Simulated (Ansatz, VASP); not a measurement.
# Two plane-wave programs on MgH2

The input INCAR:

```
SYSTEM = MgH2
PREC = Accurate ; ENCUT = 520
EDIFF = 1E-7 ; ISMEAR = 0
SIGMA = 0.01 ; LREAL = .FALSE.
LASPH = .TRUE. ; NELM = 60
ALGO = Normal ; ISIF = 2
LWAVE = .FALSE. ; LCHARG = .FALSE.
GGA = PE ; NBANDS = 13
```

Contents of KPOINTS:

```
Automatic mesh
0
G
  6 6 8
  0 0 0
```

POSCAR

```
MgH2
1.0
    4.5608786448      0.0000000000      0.0000000000
    0.0000000000      4.5608786448      0.0000000000
    0.0000000000      0.0000000000      3.0425099911
Mg H
2 4
Direct
    0.0000000000      0.0000000000      0.0000000000
    0.5000000000      0.5000000000      0.5000000000
    0.3044145892      0.3044145892      0.0000000000
    0.1955854108      0.8044145892      0.5000000000
    0.8044145892      0.1955854108      0.5000000000
    0.6955854108      0.6955854108      0.0000000000
```

Input for Ansatz:

```yaml
crystal:
  lattice:
    - [4.5608786448, 0.0, 0.0]
    - [0.0, 4.5608786448, 0.0]
    - [0.0, 0.0, 3.0425099911]
  atoms:
    - { symbol: Mg, position: [0.0, 0.0, 0.0] }
    - { symbol: Mg, position: [0.5, 0.5, 0.5] }
    - { symbol: H, position: [0.3044145892, 0.3044145892, 0.0] }
    - { symbol: H, position: [0.1955854108, 0.8044145892, 0.5] }
    - { symbol: H, position: [0.8044145892, 0.1955854108, 0.5] }
    - { symbol: H, position: [0.6955854108, 0.6955854108, 0.0] }
kpoints:
  mp_grid: { grid: [6, 6, 8] }
hamiltonian:
  xc: pbe
scf:
  occupations: { method: fixed }
  n_extra_bands: 5
output:
  forces: true
  stress: true
  eigenvalues: true
```

Alike in both runs: task single point; functional PBE; k mesh 6 × 6 × 8; no spin polarisation.

```csv
,VASP,Ansatz
version,VASP 6.6.1,Ansatz 0.2.0
potentials or method,"VASP PAW PBE potentials, release 64 (Mg, H)","plane waves, PAW"
plane-wave cutoff (eV),520,420
occupations,"gaussian, width 0.01 eV",fixed
valence electrons in the cell,8,24
```

|  | VASP | Ansatz | Ansatz less VASP |
| --- | --- | --- | --- |
| gap on the k mesh at the Fermi level (eV) | 3.74 | 3.75 | +0.011 |
| pressure (GPa) | -1.7 | -1.4 | +0.28 |
| traceless stress, the component that is largest in VASP (GPa) | -0.40 | -0.35 | +0.050 |
| rms of the force components (eV/Å) | 0.004 | 0.004 | +0.0001 |

Atom by atom the forces differ by 0.000 eV/Å (rms over components). VASP's potentials hold 8 valence electrons a cell and Ansatz's 24, so a difference there can come from the potentials and not from the codes.
